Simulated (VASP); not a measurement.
# Sc (P6_3/mmc) in VASP: a series of runs

Sc is run at these levels: PBEsol; tasks: single point.

All numbers are computed with VASP 6.6.1; they aren't measurements. Logs are shortened: lines on timing, memory, paths and dates and some standing lists are left out, and cuts for length are marked.

## Step 1: The cell of the first run

It takes space group P6_3/mmc (No. 194, hexagonal). Conventional cell: a = 3.131 Å, b = 3.131 Å, c = 4.852 Å, α = 90.00°, β = 90.00°, γ = 120.00°. Sc (site symmetry -6m2) has 12 Sc at 3.03 to 3.13 Å within 4.0 Å.

## Step 2: Single point, PBEsol

INCAR

```
ALGO = Normal ; EDIFF = 1E-6
ENCUT = 520 ; GGA = PS
ISIF = 2 ; ISMEAR = -1
LASPH = T ; LCHARG = F
LREAL = F ; LWAVE = F
NBANDS = 18 ; NELM = 80
PREC = Accurate ; SIGMA = 0.1
```

KPOINTS

```
k-points
0
Gamma
  14 14 8
```

POSCAR

```
Sc
1.0
    3.1312460587      0.0000000000      0.0000000000
   -1.5656230293      2.7117386323      0.0000000000
    0.0000000000      0.0000000000      4.8518725528
Sc
2
Direct
    0.3333333333      0.6666666667      0.2500000000
    0.6666666667      0.3333333333      0.7500000000
```

Potentials or basis: VASP PAW PBE potentials, release 64 (Sc_sv).

Run with:

```
> cat potpaw_PBE.64/Sc_sv/POTCAR > POTCAR
> mpirun -np 1 vasp_std > vasp.out
```

OUTCAR:

```text
EDIFF = 1E-6
   ENCUT = 520
   GGA = PS
   ISIF = 2
   ISMEAR = -1
   LASPH = T
   LREAL = F
   NELM = 80
   PREC = Accurate

 ion  position               nearest neighbor table
   1  0.333  0.667  0.250-   2 3.03   2 3.03   2 3.03   2 3.03   2 3.03   2 3.03
   2  0.667  0.333  0.750-   1 3.03   1 3.03   1 3.03   1 3.03   1 3.03   1 3.03

  LATTYP: Found a hexagonal cell.
 ALAT       =     3.1312460587
 C/A-ratio  =     1.5495021668

  Lattice vectors:

 A1 = (   3.1312460587,   0.0000000000,   0.0000000000)
 A2 = (  -1.5656230293,   2.7117386323,   0.0000000000)
 A3 = (   0.0000000000,   0.0000000000,   4.8518725528)

Analysis of symmetry for initial positions (statically):
=====================================================================
 Subroutine PRICEL returns:
 Original cell was already a primitive cell.

 Routine SETGRP: Setting up the symmetry group for a
 hexagonal supercell.

 Subroutine GETGRP returns: Found 24 space group operations
 (whereof 12 operations were pure point group operations)
 out of a pool of 24 trial point group operations.

The static configuration has the point symmetry D_3d.
 The point group associated with its full space group is D_6h.

Analysis of symmetry for dynamics (positions and initial velocities):
=====================================================================
 Subroutine PRICEL returns:
 Original cell was already a primitive cell.

 Routine SETGRP: Setting up the symmetry group for a
 hexagonal supercell.

 Subroutine GETGRP returns: Found 24 space group operations
 (whereof 12 operations were pure point group operations)
 out of a pool of 24 trial point group operations.

The dynamic configuration has the point symmetry D_3d.
 The point group associated with its full space group is D_6h.

 Subroutine INISYM returns: Found 24 space group operations
 (whereof 12 operations are pure point group operations),
 and found     1 'primitive' translations

----------------------------------------------------------------------------------------

                                     Primitive cell

  volume of cell :      41.1978

  direct lattice vectors                    reciprocal lattice vectors
     3.131246059  0.000000000  0.000000000     0.319361679  0.184383552  0.000000000
    -1.565623029  2.711738632  0.000000000     0.000000000  0.368767103  0.000000000
     0.000000000  0.000000000  4.851872553     0.000000000  0.000000000  0.206105991

  length of vectors
     3.131246059  3.131246059  4.851872553     0.368767103  0.368767103  0.206105991

  position of ions in fractional coordinates (direct lattice)
     0.333333333  0.666666667  0.250000000
     0.666666667  0.333333333  0.750000000

  ion indices of the primitive-cell ions
   primitive index   ion index
                 1           1
                 2           2

----------------------------------------------------------------------------------------

 KPOINTS: k-points

Automatic generation of k-mesh.
 Grid dimensions read from file:
 generate k-points for:   14   14    8

 Generating k-lattice:

  Cartesian coordinates                     Fractional coordinates (reciprocal lattice)
     0.022811549  0.013170254  0.000000000     0.071428571  0.000000000  0.000000000
     0.000000000  0.026340507  0.000000000     0.000000000  0.071428571  0.000000000
     0.000000000  0.000000000  0.025763249     0.000000000  0.000000000  0.125000000

  Length of vectors
     0.026340507  0.026340507  0.025763249

  Shift w.r.t. Gamma in fractional coordinates (k-lattice)
     0.000000000  0.000000000  0.000000000

 Subroutine IBZKPT returns following result:
 ===========================================

 Found    120 irreducible k-points:

 Following reciprocal coordinates:
            Coordinates               Weight
  0.000000  0.000000  0.000000      1.000000
  0.071429  0.000000  0.000000      6.000000
  0.142857  0.000000  0.000000      6.000000
  0.214286  0.000000  0.000000      6.000000
  0.285714  0.000000  0.000000      6.000000
  0.357143  0.000000  0.000000      6.000000
[... 16 lines left out ...]
  0.285714  0.285714  0.000000      6.000000
  0.357143  0.285714  0.000000      6.000000
 [... further k-points ...]
   k-points           NKPTS =    120   k-points in BZ     NKDIM =    120   number of bands    NBANDS=     18
   number of dos      NEDOS =    301   number of ions     NIONS =      2
   total plane-waves  NPLWV =  20736
   dimension x,y,z NGX =    24 NGY =   24 NGZ =   36
   dimension x,y,z NGXF=    48 NGYF=   48 NGZF=   72
   ions per type =               2
   NGX,Y,Z   is equivalent  to a cutoff of  12.74, 12.74, 12.34 a.u.
   NGXF,Y,Z  is equivalent  to a cutoff of  25.48, 25.48, 24.67 a.u.
 SYSTEM =  unknown system
   PREC   = accura    normal or accurate (medium, high low for compatibility)
   ISTART =      0    job   : 0-new  1-cont  2-samecut
   ICHARG =      2    charge: 1-file 2-atom 10-const
   ISPIN  =      1    spin polarized calculation?
   LNONCOLLINEAR =      F non collinear calculations
   LSORBIT =      F    spin-orbit coupling
   LASPH  =      T    aspherical Exc in radial PAW
   ENCUT  =  520.0 eV  38.22 Ry    6.18 a.u.   5.82  5.82  9.02*2*pi/ulx,y,z
   NELM   =     80;   NELMIN=  2; NELMDL= -5     # of ELM steps
   EDIFF  = 0.1E-05   stopping-criterion for ELM
   LREAL  =      F    real-space projection
   EDIFFG = 0.1E-04   stopping-criterion for IOM
   NSW    =      0    number of steps for IOM
   IBRION =     -1    ionic relax: 0-MD 1-quasi-New 2-CG
   NFREE  =      0    steps in history (QN), initial steepest desc. (CG)
   ISIF   =      2    stress and relaxation
   ISYM   =      2    0-nonsym 1-usesym 2-fastsym
   POTIM  = 0.5000    time-step for ionic-motion
   TEBEG  =    0.0;   TEEND  =   0.0 temperature during run
   PSTRESS=    0.0 pullay stress
   NELECT =      22.0000    total number of electrons
   NUPDOWN=      -1.0000    fix difference up-down
   EMIN   =  10.00;   EMAX   =-10.00  energy-range for DOS
   EFERMI =   0.00;   METHOD = LEGACY
   ISMEAR =    -1;   SIGMA  =   0.10  broadening in eV -4-tet -1-fermi 0-gaus
   EFERMI_NEDOS =   21; number of points for ismear=-14 and -15
   IALGO  =     38    algorithm
   IMIX   =      4    mixing-type and parameters
     AMIX     =   0.40;   BMIX     =  1.00
     AMIX_MAG =   1.60;   BMIX_MAG =  1.00
  volume/ion in A,a.u.               =      20.60       139.01
  Fermi-wavevector in a.u.,A,eV,Ry     =   1.328182  2.509900 24.001594  1.764067
  Thomas-Fermi vector in A             =   2.457439
   LORBIT       =      0    0 simple, 1 ext, 2 COOP (PROOUT), +10 PAW based schemes
   GGA     = PS    functional components
   LHFCALC =     F    Hartree Fock is set to
   AEXX    =    0.0000 exact exchange contribution
   IVDW    =     0    specifies the selected vdW correction
   LEPSILON=     F    determine dielectric tensor
   LRPA    =     F    only Hartree local field effects (RPA)
 non-spin polarized calculation
  energy-cutoff  :      520.00
  volume of cell :       41.20
 maximum number of plane-waves:      1126
 NGX is ok and might be reduce to    24
   NGX = 11   NGY = 11   NGZ = 19

 number of electron      22.0000011 magnetization

 Free energy of the ion-electron system (eV)
  ---------------------------------------------------
  ext. energy  EPLUGINS =         0.00000000
  ---------------------------------------------------
  free energy    TOTEN  =       -13.09327117 eV

  energy without entropy =      -12.98693215  energy(sigma->0) =      -13.04010166

 E-fermi :   4.6789     XC(G=0): -10.7503

 val. band max:        4.6618849992   @ k =   0.2143   0.1429   0.0000
 cond. band min:       4.6983679057   @ k =   0.2143   0.0000   0.1250
 fundamental gap:      0.0364829065
 Fermi energy:         4.6789346258

 k-point     1 :       0.0000    0.0000    0.0000
  band No.  band energies     occupation
      1     -44.0749      2.00000
      2     -43.9189      2.00000
      3     -23.1996      2.00000
      4     -22.5597      2.00000
      5     -22.5597      2.00000
      6     -22.4399      2.00000
[... 10 lines left out ...]
     17       7.3735      0.00000
     18       7.3735      0.00000

 k-point     2 :       0.0714    0.0000    0.0000
  band No.  band energies     occupation
      1     -44.0698      2.00000
      2     -43.9172      2.00000
      3     -23.1874      2.00000
      4     -22.5833      2.00000
      5     -22.5680      2.00000
      6     -22.4649      2.00000
[... 10 lines left out ...]
     17       7.2616      0.00000
     18       7.2839      0.00000

 k-point     3 :       0.1429    0.0000    0.0000
  band No.  band energies     occupation
      1     -44.0551      2.00000
      2     -43.9127      2.00000
      3     -23.1518      2.00000
      4     -22.6499      2.00000
      5     -22.5904      2.00000
      6     -22.5334      2.00000
[... 10 lines left out ...]
     17       7.3366      0.00000
     18       7.4171      0.00000

 k-point     4 :       0.2143    0.0000    0.0000
  band No.  band energies     occupation
      1     -44.0331      2.00000
      2     -43.9069      2.00000
      3     -23.0964      2.00000
      4     -22.7469      2.00000
      5     -22.6290      2.00000
      6     -22.6216      2.00000
[... 375 lines left out ...]
      4     -22.8572      2.00000
      5     -22.8086      2.00000
      6     -22.7904      2.00000
[... 10 lines left out ...]
     17       9.3079      0.00000
     18       9.4381      0.00000

 k-point    23 :       0.2857    0.2857    0.0000
  band No.  band energies     occupation
      1     -43.9356      2.00000
      2     -43.9070      2.00000
      3     -22.9641      2.00000
      4     -22.8666      2.00000
      5     -22.7988      2.00000
      6     -22.7860      2.00000
[... 10 lines left out ...]
     17       9.3131      0.00000
     18       9.4051      0.00000

 k-point    24 :       0.3571    0.2857    0.0000
  band No.  band energies     occupation
      1     -43.9255      2.00000
      2     -43.9128      2.00000
      3     -22.9673      2.00000
      4     -22.8331      2.00000
      5     -22.8311      2.00000
      6     -22.7559      2.00000
[... 10 lines left out ...]
     17       9.1772      0.00000
     18       9.3915      0.00000

 [... further k-points ...]

------------------------ aborting loop because EDIFF is reached ----------------------------------------

  FORCE on cell =-STRESS in cart. coord.  units (eV):
  Direction    XX          YY          ZZ          XY          YZ          ZX
  --------------------------------------------------------------------------------------
  -------------------------------------------------------------------------------------
  Total        2.5768082      2.5768082      2.5810896      0.0000000     -0.0000000      0.0000000
  in kB      100.2116641    100.2116641    100.3781671      0.0000000     -0.0000000      0.0000000
  external PRESSURE =     100.2671651 kB  Pullay stress =       0.0000000 kB

 VOLUME and BASIS-vectors are now :
 -----------------------------------------------------------------------------
  energy-cutoff  :      520.00
  volume of cell :       41.20
      direct lattice vectors                 reciprocal lattice vectors
     3.131246059  0.000000000  0.000000000     0.319361679  0.184383552  0.000000000
    -1.565623029  2.711738632  0.000000000     0.000000000  0.368767103  0.000000000
     0.000000000  0.000000000  4.851872553     0.000000000  0.000000000  0.206105991

 POSITION                                       TOTAL-FORCE (eV/Angst)
 -----------------------------------------------------------------------------------
     -0.00000      1.80783      1.21297        -0.000000     -0.000000      0.000000
      1.56562      0.90391      3.63890         0.000000      0.000000      0.000000
 -----------------------------------------------------------------------------------
    total drift:                               -0.000000      0.000000     -0.000000

  FREE ENERGIE OF THE ION-ELECTRON SYSTEM (eV)
  ---------------------------------------------------
  free  energy   TOTEN  =       -13.0932711728 eV

  energy  without entropy=      -12.9869321509  energy(sigma->0) =      -13.04010166
```

It took 32 s on 1 thread of Intel Xeon 6975P-C (Granite Rapids), shared host; peak memory 0.2 GiB.

Results:

* Free energy: -13.0933 eV
* Pressure: 10.0 GPa
* Band gap on the k mesh: zero (band 11 reaches 5.86 eV, above the bottom of band 12 at 4.07 eV)

Caveat: the PAW data sets were made with another functional, which shifts forces and pressure a little.

## Step 3: Single point, PBEsol

INCAR

```
SYSTEM = Sc
ALGO = Normal
EDIFF = 1E-7
ENCUT = 520
GGA = PS
ISIF = 2
ISMEAR = -1
LASPH = .True.
LCHARG = .False.
LREAL = .False.
LWAVE = .False.
NBANDS = 18
NELM = 60
PREC = Accurate
SIGMA = 0.1
```

KPOINTS

```
k-points
0
Gamma
  14 14 8
  0 0 0
```

POSCAR

```
Sc
1.0
    3.1312460705      0.0000000000      0.0000000000
   -1.5656230353      2.7117386426      0.0000000000
    0.0000000000      0.0000000000      4.8518725894
Sc
2
Direct
    0.3333333333      0.6666666667      0.2500000000
    0.6666666667      0.3333333333      0.7500000000
```

Potentials or basis: VASP PAW PBE potentials, release 64 (Sc_sv).

Run with:

```
> cat potpaw_PBE.64/Sc_sv/POTCAR > POTCAR
> mpirun -np 1 vasp_std > vasp.out
```

OUTCAR:

```text
SYSTEM = Sc
   EDIFF = 1E-7
   ENCUT = 520
   GGA = PS
   ISIF = 2
   ISMEAR = -1
   LASPH = .True.
   LREAL = .False.
   NELM = 60
   PREC = Accurate

 ion  position               nearest neighbor table
   1  0.333  0.667  0.250-   2 3.03   2 3.03   2 3.03   2 3.03   2 3.03   2 3.03
   2  0.667  0.333  0.750-   1 3.03   1 3.03   1 3.03   1 3.03   1 3.03   1 3.03

  LATTYP: Found a hexagonal cell.
 ALAT       =     3.1312460705
 C/A-ratio  =     1.5495021727

  Lattice vectors:

 A1 = (   3.1312460705,   0.0000000000,   0.0000000000)
[... 192 lines left out ...]
      5     -22.5598      2.00000
      6     -22.4401      2.00000
[... 481 lines left out ...]
      5     -22.8312      2.00000
      6     -22.7561      2.00000
[... 10 lines left out ...]
     17       9.1771      0.00000
     18       9.3914      0.00000

 [... further k-points ...]
[... 5 lines left out ...]
  --------------------------------------------------------------------------------------
  -------------------------------------------------------------------------------------
  Total        2.5815743      2.5815743      2.5853736     -0.0000000      0.0000000     -0.0000000
  in kB      100.3970128    100.3970128    100.5447661     -0.0000000      0.0000000     -0.0000000
  external PRESSURE =     100.4462639 kB  Pullay stress =       0.0000000 kB

 VOLUME and BASIS-vectors are now :
 -----------------------------------------------------------------------------
  energy-cutoff  :      520.00
  volume of cell :       41.20
      direct lattice vectors                 reciprocal lattice vectors
     3.131246071  0.000000000  0.000000000     0.319361678  0.184383551  0.000000000
    -1.565623035  2.711738643  0.000000000     0.000000000  0.368767102  0.000000000
     0.000000000  0.000000000  4.851872589     0.000000000  0.000000000  0.206105989

 POSITION                                       TOTAL-FORCE (eV/Angst)
 -----------------------------------------------------------------------------------
     -0.00000      1.80783      1.21297         0.000000      0.000000      0.000000
      1.56562      0.90391      3.63890        -0.000000      0.000000      0.000000
 -----------------------------------------------------------------------------------
    total drift:                               -0.000000      0.000000     -0.000000

  FREE ENERGIE OF THE ION-ELECTRON SYSTEM (eV)
  ---------------------------------------------------
  free  energy   TOTEN  =       -13.0932709924 eV

  energy  without entropy=      -12.9869314796  energy(sigma->0) =      -13.04010124
```

stdout:

```text
POSCAR found type information on POSCAR Sc
 POSCAR found :  1 types and       2 ions
 scaLAPACK will be used
 -----------------------------------------------------------------------------
|                                                                             |
|                                                                             |
|     You enforced a specific xc type in the INCAR file but a different       |
|     I HOPE YOU KNOW WHAT YOU ARE DOING!                                     |
|                                                                             |
 -----------------------------------------------------------------------------

 LDA part: xc-table for (Slater+PW92), standard interpolation
 POSCAR, INCAR and KPOINTS ok, starting setup
 FFT: planning ... GRIDC
 FFT: planning ... GRID_SOFT
 FFT: planning ... GRID
 WAVECAR not read
 entering main loop
```

It took 41 s on 1 thread of Intel Xeon 6975P-C (Granite Rapids), shared host; peak memory 0.2 GiB.

What came out:

- Free energy: -13.0933 eV
- Pressure: 10.0 GPa
- Band gap on the k mesh: zero (band 11 reaches 5.86 eV, above the bottom of band 12 at 4.07 eV)

Caveat: the PAW data sets were made with another functional, which shifts forces and pressure a little.

(Part 1 of 2 ends here.)
